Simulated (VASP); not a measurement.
MnO, 2 atoms in the cell. Symmetry: Fm-3m, No. 225, cubic system. Conventional cell: a = 4.388 Å, b = 4.388 Å, c = 4.388 Å, α = 90.00°, β = 90.00°, γ = 90.00°. Mn (site symmetry m-3m) has 6 O at 2.19 Å within 2.9 Å. Within 2.9 Å of O (site symmetry m-3m) lie 6 Mn at 2.19 Å. 

* Program: VASP 6.6.1
* Task: single point
* Functional: PBE
* Dispersion: D3(BJ)
* Potentials or basis: VASP PAW PBE potentials, release 64 (Mn_pv, O)
* Cutoff: 520 eV
* k mesh: 10 × 10 × 10
* Occupations: fermi-dirac, width 0.05 eV
* Spin: collinear spin, ferromagnetic start
* Starting moments: [4.0, 0.0] μB
* Dipole correction: no
* Further INCAR settings: ALGO = Normal; EDIFF = 1e-07; NBANDS = 20

Potentials or basis: VASP PAW PBE potentials, release 64 (Mn_pv, O).

The run is started by

```console
$ cat potpaw_PBE.64/Mn_pv/POTCAR potpaw_PBE.64/O/POTCAR > POTCAR
$ mpirun -np 1 vasp_std > vasp.out
```

Hardware: 1 thread of Intel(R) Xeon(R) 6975P-C (Granite Rapids), with other jobs on the host.

Question: Estimate the wall time of this run.

Answer: Run time: 14 s on 1 thread of Intel(R) Xeon(R) 6975P-C (Granite Rapids), on a shared host, peak memory 0.17 GiB. Counts: scf iterations 15, k points 47.
